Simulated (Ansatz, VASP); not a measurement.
**HfO2: VASP beside Ansatz**

```xyz
6
Lattice="3.5142 0.0000 0.0000 0.0000 3.5142 0.0000 0.0000 0.0000 5.2640" Properties=species:S:1:pos:R:3 pbc="T T T"
Hf    1.7571    1.7571    2.6320
Hf    0.0000    0.0000    0.0000
O     0.0000    1.7571    3.6493
O     1.7571    0.0000    4.2467
O     1.7571    0.0000    1.6147
O     0.0000    1.7571    1.0173
```

Change from the starting cell: strain -0.025 along x and y, +0.000 along z, atoms carried along.

Alike in both runs: task single point; functional PBE; k mesh 6 × 6 × 4; occupations gaussian, width 0.05 eV; no spin polarisation.

|  | VASP | Ansatz |
| --- | --- | --- |
| version | VASP 6.6.1 | Ansatz 0.2.0 |
| potentials or method | VASP PAW PBE potentials, release 64 (Hf_pv, O), cutoff 520 eV | scalar-relativistic, plane waves, PAW |
| valence electrons in the cell | 44 | 76 |

VASP gave:

| Quantity | Value |
| --- | --- |
| gap on the k mesh at the Fermi level (eV) | 4.81 |
| least direct gap on the mesh (eV) | 4.88 |
| pressure (GPa) | 10.6 |
| traceless stress, the component that is largest in VASP (GPa) | -7.02 |
| rms of the force components (eV/Å) | 0.082 |

Problem. Which values does Ansatz return?

Solution. gap on the k mesh at the Fermi level (eV): 4.83; least direct gap on the mesh (eV): 4.89; pressure (GPa): 14.0; traceless stress, the component that is largest in VASP (GPa): -6.97; rms of the force components (eV/Å): 0.103.

Atom by atom the forces differ by 0.021 eV/Å (rms over components). VASP's potentials hold 44 valence electrons a cell and Ansatz's 76, so a difference there can come from the potentials and not from the codes.

Neither program's run includes spin-orbit coupling.
